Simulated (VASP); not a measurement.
A run of VASP 6.6.1 is set up as follows.

Contents of INCAR:

```
  ALGO = Normal
  EDIFF = 1E-7
  ENCUT = 520
  GGA = PE
  ISIF = 2
  ISMEAR = -1
  ISPIN = 2
  LASPH = True
  LCHARG = False
  LMAXMIX = 4
  LORBIT = 11
  LREAL = False
  LWAVE = False
  MAGMOM = 3
  NBANDS = 14
  NELM = 150
  NUPDOWN = 3.0
  PREC = Accurate
  SIGMA = 0.05
```

The input KPOINTS:

```
k-points
0
Gamma
  11 11 11
```

POSCAR

```
Fe
1.0
   -1.4430000000      1.4430000000      1.4430000000
    1.4430000000     -1.4430000000      1.4430000000
    1.4430000000      1.4430000000     -1.4430000000
Fe
1
Direct
    0.0000000000      0.0000000000      0.0000000000
```

Potentials or basis: VASP PAW PBE potentials, release 64 (Fe).

Run with:

```console
$ cat potpaw_PBE.64/Fe/POTCAR > POTCAR
$ mpirun -np 1 vasp_std > vasp.out
```

(1) What does it give for the pressure?

## Answers

(1) 8.9 GPa.

Caveat: the total moment is fixed, so each spin has its own Fermi level.
